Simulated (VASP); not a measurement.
A run of VASP 6.6.1 is set up as follows.

The input INCAR:

```
  ALGO = Normal
  EDIFF = 1E-8
  ENCUT = 520
  GGA = PS
  ISIF = 2
  ISMEAR = -1
  LASPH = True
  LCHARG = False
  LEFG = True
  LREAL = False
  LWAVE = False
  NBANDS = 16
  NELM = 60
  PREC = Accurate
  SIGMA = 0.03
```

The input KPOINTS:

```
k-points
0
Gamma
  11 11 4
```

POSCAR

```
BN
1.0
    2.5039917043      0.0250399170      0.0250399170
   -1.2303106479      2.1560004683      0.0091652458
    0.0666120000      0.0666120000      6.6612000000
B N
2 2
Direct
    0.3333333333      0.6666666667      0.2500000000
    0.6666666667      0.3333333333      0.7500000000
    0.3333333333      0.6666666667      0.7500000000
    0.6666666667      0.3333333333      0.2500000000
```

Potentials or basis: VASP PAW PBE potentials, release 64 (B, N).

Launch:

```sh
$ cat potpaw_PBE.64/B/POTCAR potpaw_PBE.64/N/POTCAR > POTCAR
$ mpirun -np 1 vasp_std > vasp.out
```

Task: Predict the pressure.

Result: 0.8 GPa.

Task: What does it give for the band gap on the k mesh?

Result: 4.15 eV, indirect (least direct gap 4.58 eV).

Task: What does it give for the largest force?

Result: 0.265 eV/Å.

Stress tensor (GPa, compression positive):
```
 0.89 -7.50 -0.16
-7.50  0.87 -0.16
-0.16 -0.16  0.71
```

Caveat: the cell differs from its parent crystal (equal xy, yz and zx shear strains of +2 %); without QUAD_EFG the Cq values of the log hold for a quadrupole moment of 1 mb, not for the nuclei; the PAW data sets were made with another functional, which shifts forces and pressure a little. A k mesh can miss the band edges.
